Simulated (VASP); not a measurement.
# SiC (P6_3mc) in VASP: notebook

Runs on SiC. Level: r2SCAN. Tasks: single point.

Program: VASP 6.6.1. These are calculated values, not measurements. Logs are shortened: lines on timing, memory, paths and dates and some standing lists are left out, and cuts for length are marked.

## (1) The cell of the first run

Symmetry: P6_3mc, No. 186, hexagonal system. Conventional cell: a = 3.013 Å, b = 3.013 Å, c = 4.943 Å, α = 90.00°, β = 90.00°, γ = 120.00°. Within 2.4 Å of Si (site symmetry 3m) lie 4 C at 1.84 to 1.86 Å. C (site symmetry 3m) has 4 Si at 1.84 to 1.86 Å within 2.4 Å.

## (2) Single point, r2SCAN (9.72 Å³/atom)

Contents of POSCAR:

```
SiC
1.0
    3.0132737802      0.0000000000      0.0000000000
   -1.5066368901      2.6095716422      0.0000000000
    0.0000000000      0.0000000000      4.9429338152
Si C
2 2
Direct
    0.3333333333      0.6666666667      0.0045663719
    0.6666666667      0.3333333333      0.5045663719
    0.3333333333      0.6666666667      0.3804336281
    0.6666666667      0.3333333333      0.8804336281
```

Contents of INCAR.step1:

```
SYSTEM = SiC
PREC = Accurate
ENCUT = 520
ISMEAR = 0
SIGMA = 0.02
LREAL = .FALSE.
LASPH = .TRUE.
NELM = 80
NBANDS = 16
GGA = PE
ALGO = Normal
EDIFF = 1E-4
LWAVE = .TRUE.
LCHARG = .FALSE.
```

Contents of INCAR.step2:

```
SYSTEM = SiC
PREC = Accurate
ENCUT = 520
EDIFF = 1E-7
ISMEAR = 0
SIGMA = 0.02
LREAL = .FALSE.
LASPH = .TRUE.
NELM = 80
ALGO = Normal
ISIF = 2
LWAVE = .FALSE.
LCHARG = .TRUE.
METAGGA = R2SCAN
LMIXTAU = .TRUE.
LELF = .TRUE.
LVHAR = .TRUE.
NBANDS = 16
ISTART = 1
```

Contents of KPOINTS:

```
Automatic mesh
0
G
  9 9 6
  0 0 0
```

Potentials or basis: VASP PAW PBE potentials, release 64 (Si, C).

The run is started by

```sh
$ cat potpaw_PBE.64/Si/POTCAR potpaw_PBE.64/C/POTCAR > POTCAR
$ cp INCAR.step1 INCAR
$ mpirun -np 1 vasp_std > vasp.out
$ cp INCAR.step2 INCAR
$ mpirun -np 1 vasp_std > vasp.out
```

OUTCAR:

```text
SYSTEM = SiC
   PREC = Accurate
   ENCUT = 520
   EDIFF = 1E-7
   ISMEAR = 0
   LREAL = .FALSE.
   LASPH = .TRUE.
   NELM = 80
   ISIF = 2
   METAGGA = R2SCAN
   ISTART = 1

 ion  position               nearest neighbor table
   1  0.333  0.667  0.005-   4 1.84   4 1.84   4 1.84   3 1.86   2 3.02   2 3.02   2 3.02   2 3.02
                             2 3.02   2 3.02
   2  0.667  0.333  0.505-   3 1.84   3 1.84   3 1.84   4 1.86   1 3.02   1 3.02   1 3.02   1 3.02
                             1 3.02   1 3.02
   3  0.333  0.667  0.380-   2 1.84   2 1.84   2 1.84   1 1.86
   4  0.667  0.333  0.880-   1 1.84   1 1.84   1 1.84   2 1.86

  LATTYP: Found a hexagonal cell.
 ALAT       =     3.0132737802
 C/A-ratio  =     1.6403865615

  Lattice vectors:

 A1 = (   3.0132737802,   0.0000000000,   0.0000000000)
 A2 = (  -1.5066368901,   2.6095716422,   0.0000000000)
 A3 = (   0.0000000000,   0.0000000000,   4.9429338152)

Analysis of symmetry for initial positions (statically):
=====================================================================
 Subroutine PRICEL returns:
 Original cell was already a primitive cell.

 Routine SETGRP: Setting up the symmetry group for a
 hexagonal supercell.

 Subroutine GETGRP returns: Found 12 space group operations
 (whereof  6 operations were pure point group operations)
 out of a pool of 24 trial point group operations.

The static configuration has the point symmetry C_3v.
 The point group associated with its full space group is C_6v.

Analysis of symmetry for dynamics (positions and initial velocities):
=====================================================================
 Subroutine PRICEL returns:
 Original cell was already a primitive cell.

 Routine SETGRP: Setting up the symmetry group for a
 hexagonal supercell.

 Subroutine GETGRP returns: Found 12 space group operations
 (whereof  6 operations were pure point group operations)
 out of a pool of 24 trial point group operations.

The dynamic configuration has the point symmetry C_3v.
 The point group associated with its full space group is C_6v.

 Subroutine INISYM returns: Found 12 space group operations
 (whereof  6 operations are pure point group operations),
 and found     1 'primitive' translations

----------------------------------------------------------------------------------------

                                     Primitive cell

  volume of cell :      38.8680

  direct lattice vectors                    reciprocal lattice vectors
     3.013273780  0.000000000  0.000000000     0.331864966  0.191602327  0.000000000
    -1.506636890  2.609571642  0.000000000     0.000000000  0.383204655  0.000000000
     0.000000000  0.000000000  4.942933815     0.000000000  0.000000000  0.202309001

  length of vectors
     3.013273780  3.013273780  4.942933815     0.383204655  0.383204655  0.202309001

  position of ions in fractional coordinates (direct lattice)
     0.333333333  0.666666667  0.004566372
     0.666666667  0.333333333  0.504566372
     0.333333333  0.666666667  0.380433628
     0.666666667  0.333333333  0.880433628

  ion indices of the primitive-cell ions
   primitive index   ion index
                 1           1
                 2           2
                 3           3
                 4           4

----------------------------------------------------------------------------------------

 KPOINTS: Automatic mesh

Automatic generation of k-mesh.
 Grid dimensions read from file:
 generate k-points for:    9    9    6

 Generating k-lattice:

  Cartesian coordinates                     Fractional coordinates (reciprocal lattice)
     0.036873885  0.021289147  0.000000000     0.111111111  0.000000000  0.000000000
     0.000000000  0.042578295  0.000000000     0.000000000  0.111111111  0.000000000
     0.000000000  0.000000000  0.033718167     0.000000000  0.000000000  0.166666667

  Length of vectors
     0.042578295  0.042578295  0.033718167

  Shift w.r.t. Gamma in fractional coordinates (k-lattice)
     0.000000000  0.000000000  0.000000000

 Subroutine IBZKPT returns following result:
 ===========================================

 Found     48 irreducible k-points:

 Following reciprocal coordinates:
            Coordinates               Weight
  0.000000  0.000000  0.000000      1.000000
  0.111111 -0.000000  0.000000      6.000000
  0.222222  0.000000  0.000000      6.000000
  0.333333 -0.000000  0.000000      6.000000
  0.444444  0.000000  0.000000      6.000000
  0.111111  0.111111  0.000000      6.000000
[... 16 lines left out ...]
  0.333333  0.222222  0.166667     24.000000
  0.333333  0.333333  0.166667      4.000000
 [... further k-points ...]
   k-points           NKPTS =     48   k-points in BZ     NKDIM =     48   number of bands    NBANDS=     16
   number of dos      NEDOS =    301   number of ions     NIONS =      4
   total plane-waves  NPLWV =  23040
   dimension x,y,z NGX =    24 NGY =   24 NGZ =   40
   dimension x,y,z NGXF=    48 NGYF=   48 NGZF=   80
   ions per type =               2   2
   NGX,Y,Z   is equivalent  to a cutoff of  13.24, 13.24, 13.45 a.u.
   NGXF,Y,Z  is equivalent  to a cutoff of  26.48, 26.48, 26.91 a.u.
 SYSTEM =  SiC
   PREC   = accura    normal or accurate (medium, high low for compatibility)
   ISTART =      1    job   : 0-new  1-cont  2-samecut
   ICHARG =      0    charge: 1-file 2-atom 10-const
   ISPIN  =      1    spin polarized calculation?
   LNONCOLLINEAR =      F non collinear calculations
   LSORBIT =      F    spin-orbit coupling
   LASPH  =      T    aspherical Exc in radial PAW
   ENCUT  =  520.0 eV  38.22 Ry    6.18 a.u.   5.60  5.60  9.19*2*pi/ulx,y,z
   NELM   =     80;   NELMIN=  2; NELMDL=  0     # of ELM steps
   EDIFF  = 0.1E-06   stopping-criterion for ELM
   LREAL  =      F    real-space projection
   EDIFFG = 0.1E-05   stopping-criterion for IOM
   NSW    =      0    number of steps for IOM
   IBRION =     -1    ionic relax: 0-MD 1-quasi-New 2-CG
   NFREE  =      0    steps in history (QN), initial steepest desc. (CG)
   ISIF   =      2    stress and relaxation
   ISYM   =      2    0-nonsym 1-usesym 2-fastsym
   POTIM  = 0.5000    time-step for ionic-motion
   TEBEG  =    0.0;   TEEND  =   0.0 temperature during run
   PSTRESS=    0.0 pullay stress
   NELECT =      16.0000    total number of electrons
   NUPDOWN=      -1.0000    fix difference up-down
   EMIN   =  10.00;   EMAX   =-10.00  energy-range for DOS
   EFERMI =   0.00;   METHOD = LEGACY
   ISMEAR =     0;   SIGMA  =   0.02  broadening in eV -4-tet -1-fermi 0-gaus
   EFERMI_NEDOS =   21; number of points for ismear=-14 and -15
   IALGO  =     38    algorithm
   IMIX   =      4    mixing-type and parameters
     AMIX     =   0.40;   BMIX     =  1.00
     AMIX_MAG =   1.60;   BMIX_MAG =  1.00
  volume/ion in A,a.u.               =       9.72        65.57
  Fermi-wavevector in a.u.,A,eV,Ry     =   1.217822  2.301351 20.178683  1.483091
  Thomas-Fermi vector in A             =   2.353130
   LORBIT       =      0    0 simple, 1 ext, 2 COOP (PROOUT), +10 PAW based schemes
   METAGGA = R2SCAN    functional components
   LHFCALC =     F    Hartree Fock is set to
   AEXX    =    0.0000 exact exchange contribution
   IVDW    =     0    specifies the selected vdW correction
   LEPSILON=     F    determine dielectric tensor
   LRPA    =     F    only Hartree local field effects (RPA)
 non-spin polarized calculation
 Gauss-broadening in eV      SIGMA  =   0.02
  energy-cutoff  :      520.00
  volume of cell :       38.87
 maximum number of plane-waves:      1087
 NGX is ok and might be reduce to    24
   NGX = 11   NGY = 11   NGZ = 19

 number of electron      15.9999998 magnetization

 Free energy of the ion-electron system (eV)
  ---------------------------------------------------
  ext. energy  EPLUGINS =         0.00000000
  ---------------------------------------------------
  free energy    TOTEN  =       -38.52315230 eV

  energy without entropy =      -38.52315230  energy(sigma->0) =      -38.52315230

 E-fermi :   8.9731     XC(G=0): -12.2083

 val. band max:        8.8576689065   @ k =   0.0000   0.0000   0.0000
 cond. band min:      11.4290888575   @ k =   0.3333   0.3333   0.0000
 fundamental gap:      2.5714199510
 Fermi energy:         8.9731281694

 k-point     1 :       0.0000    0.0000    0.0000
  band No.  band energies     occupation
      1      -8.0053      2.00000
      2      -4.1354      2.00000
      3      -0.4931      2.00000
      4       7.4411      2.00000
      5       7.4411      2.00000
      6       8.7492      2.00000
[... 8 lines left out ...]
     15      18.9092      0.00000
     16      21.1586      0.00000

 k-point     2 :       0.1111   -0.0000    0.0000
  band No.  band energies     occupation
      1      -7.7727      2.00000
      2      -3.9405      2.00000
      3      -0.2747      2.00000
      4       6.2534      2.00000
      5       7.0535      2.00000
      6       8.0484      2.00000
[... 8 lines left out ...]
     15      19.4382      0.00000
     16      19.7907      0.00000

 k-point     3 :       0.2222    0.0000    0.0000
  band No.  band energies     occupation
      1      -7.0868      2.00000
      2      -3.3939      2.00000
      3       0.3496      2.00000
      4       3.9544      2.00000
      5       6.2406      2.00000
      6       6.3044      2.00000
[... 8 lines left out ...]
     15      19.9962      0.00000
     16      20.3311      0.00000
[... 362 lines left out ...]
 k-point    23 :       0.3333    0.2222    0.1667
  band No.  band energies     occupation
      1      -4.0300      2.00000
      2      -2.6212      2.00000
      3       0.8761      2.00000
      4       2.0453      2.00000
      5       2.8667      2.00000
      6       4.3167      2.00000
[... 8 lines left out ...]
     15      21.7074      0.00000
     16      22.6311      0.00000

 k-point    24 :       0.3333    0.3333    0.1667
  band No.  band energies     occupation
      1      -3.0832      2.00000
      2      -3.0832      2.00000
      3       1.6634      2.00000
      4       1.7527      2.00000
      5       1.7527      2.00000
      6       4.3135      2.00000
[... 8 lines left out ...]
     15      22.2814      0.00000
     16      22.8420      0.00000

 [... further k-points ...]

------------------------ aborting loop because EDIFF is reached ----------------------------------------

  FORCE on cell =-STRESS in cart. coord.  units (eV):
  Direction    XX          YY          ZZ          XY          YZ          ZX
  --------------------------------------------------------------------------------------
  -------------------------------------------------------------------------------------
  Total        3.7939633      3.7939633      3.7864668      0.0000000      0.0000000      0.0000000
  in kB      156.3907618    156.3907618    156.0817473      0.0000000      0.0000000      0.0000000
  external PRESSURE =     156.2877570 kB  Pullay stress =       0.0000000 kB

 VOLUME and BASIS-vectors are now :
 -----------------------------------------------------------------------------
  energy-cutoff  :      520.00
  volume of cell :       38.87
      direct lattice vectors                 reciprocal lattice vectors
     3.013273780  0.000000000  0.000000000     0.331864966  0.191602327  0.000000000
    -1.506636890  2.609571642  0.000000000     0.000000000  0.383204655  0.000000000
     0.000000000  0.000000000  4.942933815     0.000000000  0.000000000  0.202309001

 POSITION                                       TOTAL-FORCE (eV/Angst)
 -----------------------------------------------------------------------------------
     -0.00000      1.73971      0.02257         0.000000      0.000000      0.007709
      1.50664      0.86986      2.49404        -0.000000     -0.000000      0.007709
     -0.00000      1.73971      1.88046         0.000000     -0.000000     -0.007709
      1.50664      0.86986      4.35193         0.000000      0.000000     -0.007709
 -----------------------------------------------------------------------------------
    total drift:                                0.000000      0.000000     -0.000413

  FREE ENERGIE OF THE ION-ELECTRON SYSTEM (eV)
  ---------------------------------------------------
  free  energy   TOTEN  =       -38.5231522983 eV

  energy  without entropy=      -38.5231522983  energy(sigma->0) =      -38.52315230
```

Wall time 2.4 min (1 thread of Intel Xeon 8259CL, shared host); peak memory 0.17 GiB.

Results:

- Free energy: -38.5232 eV
- Pressure: 15.6 GPa
- Largest force: 0.008 eV/Å
- Band gap on the k mesh: 2.57 eV (least direct gap 4.67 eV)

Forces on the atoms (eV/Å):
```
Si   0.000  0.000  0.008
Si   0.000  0.000  0.008
C    0.000  0.000 -0.008
C    0.000  0.000 -0.008
```

Caveat: the cell stands under pressure; the PAW data sets were made with another functional, which shifts forces and pressure a little; an odd mesh through Γ misses points on the zone boundary, where band edges can lie.

[end of part 1 of 3]
